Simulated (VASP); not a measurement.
Crystal: Ge2F.

```
Ge F
1.0
     0.00000    1.98178    6.23407
     1.88296    0.00000    6.23407
     1.88296    1.98178    0.00000
Ge F
2 1
Cartesian
  1.8830 1.9818 4.2464
  1.8830 1.9818 8.2217
  0.0000 0.0000 0.0000
```

The cell was built from a structure type or drawn by symmetry, and may not be a known phase.

```yaml
Program: VASP 6.6.1
Task: relaxation of cell and atoms
Functional: PBE
Potentials_or_basis: VASP PAW PBE potentials, release 64 (Ge_d, F)
Cutoff: 600 eV
k_mesh: 6 × 6 × 6
Occupations: gaussian, width 0.1 eV
Spin: no spin polarisation
```

At the start: pressure 1.8 GPa; volume 15.51 Å³/atom.

Where does the relaxation end?

Over 12 steps the energy falls by 36.3 meV/atom and the volume is 15.80 Å³/atom (+1.9 %); space group Fmmm (No. 69, to 0.1 Å) before and after.

Step by step:
| step | energy change (eV) | largest force (eV/Å) | pressure (GPa) | volume (Å³) |
| --- | --- | --- | --- | --- |
| 1 | 0.0000 | 0.9425 | 1.82 | 46.53 |
| 2 | -0.0834 | 0.3953 | -0.20 | 47.71 |
| 3 | -0.0966 | 0.0831 | -1.22 | 48.44 |
| 4 | -0.1027 | 0.0230 | 0.06 | 47.57 |
| 5 | -0.1029 | 0.0339 | 0.00 | 47.48 |
| 6 | -0.1028 | 0.0575 | 0.44 | 47.31 |
| 7 | -0.1029 | 0.0439 | 0.43 | 47.41 |
| 8 | -0.1029 | 0.0390 | 0.26 | 47.44 |
| 9 | -0.1051 | 0.0485 | 0.15 | 47.44 |
| 10 | -0.1077 | 0.0703 | -0.02 | 47.41 |
| 11 | -0.1077 | 0.0693 | 0.00 | 47.42 |
| 12 | -0.1088 | 0.0140 | 0.04 | 47.41 |

Final structure:
```
CELL_PARAMETERS angstrom
0.00000 2.08705 6.15612
1.84502 0.00000 6.15612
1.84502 2.08705 0.00000
ATOMIC_POSITIONS crystal
Ge 0.34670 0.34670 0.65330
Ge 0.65330 0.65330 0.34670
F 0.00000 0.00000 0.00000
```

Caveat: the k points lie up to 0.39 Å⁻¹ apart in the final cell, too coarse for converged energies and pressures of a metal; an odd number of electrons without spin polarisation forces a metal; a magnetic or distorted state may lie lower.
